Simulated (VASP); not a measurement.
LiCl: single point with PBE

Crystal: LiCl.

```
Li Cl
1.0
     3.89418    0.00000    0.00000
    -1.94709    3.37246    0.00000
     0.00000    0.00000    6.22446
Li Cl
2 2
Direct
  0.33333 0.66667 0.99687
  0.66667 0.33333 0.49687
  0.33333 0.66667 0.37813
  0.66667 0.33333 0.87813
```

```
Program             : VASP 6.6.1
Task                : single point
Functional          : PBE
Potentials or basis : VASP PAW PBE potentials, release 64 (Li_sv, Cl)
Cutoff              : 520 eV
k mesh              : 12 × 12 × 4
Occupations         : gaussian, width 0.01 eV
Spin                : no spin polarisation
```

| Item | Value |
| --- | --- |
| Band gap on the k mesh | 6.03 eV, direct |

Levels at points of the mesh, in eV from the valence-band top:
```csv
k point,band 8,band 9,band 10,band 11,band 12,band 13
"(0.00, 0.00, 0.00)",-0.08,-0.08,0.00,6.03,8.25,9.96
"(0.50, 0.00, 0.00)",-0.95,-0.61,-0.36,7.86,7.99,9.16
"(0.00, 0.00, 0.50)",-0.25,-0.25,-0.25,7.34,7.34,10.18
"(0.50, 0.00, 0.50)",-0.67,-0.60,-0.60,7.40,7.40,9.94
```

Wall time 37 s on 1 thread of Intel(R) Xeon(R) 6975P-C (Granite Rapids) (shared host), peak memory 0.22 GiB.

 A k mesh can miss the band edges.
